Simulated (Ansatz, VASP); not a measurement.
## Two plane-wave programs on GaN

```
Ga N
1.0
     0.00000    2.27441    2.27441
     2.27441    0.00000    2.27441
     2.27441    2.27441    0.00000
Ga N
1 1
Direct
  0.00000 0.00000 0.00000
  0.25000 0.25000 0.25000
```

Alike in both runs: task single point; functional PBE; k mesh 10 × 10 × 10; occupations gaussian, width 0.02 eV; no spin polarisation.

```csv
,VASP,Ansatz
version,VASP 6.6.1,Ansatz 0.2.0
potentials or method,"VASP PAW PBE potentials, release 64 (Ga_d, N), cutoff 600 eV","scalar-relativistic, plane waves, PAW"
valence electrons in the cell,18,18
```

Ansatz gave:

```
gap on the k mesh at the Fermi level (eV) : 1.54
least direct gap on the mesh (eV)         : 1.54
pressure (GPa)                            : 0.0
```

What did VASP give for the same quantities?

gap on the k mesh at the Fermi level (eV): 1.55; least direct gap on the mesh (eV): 1.55; pressure (GPa): -0.1.
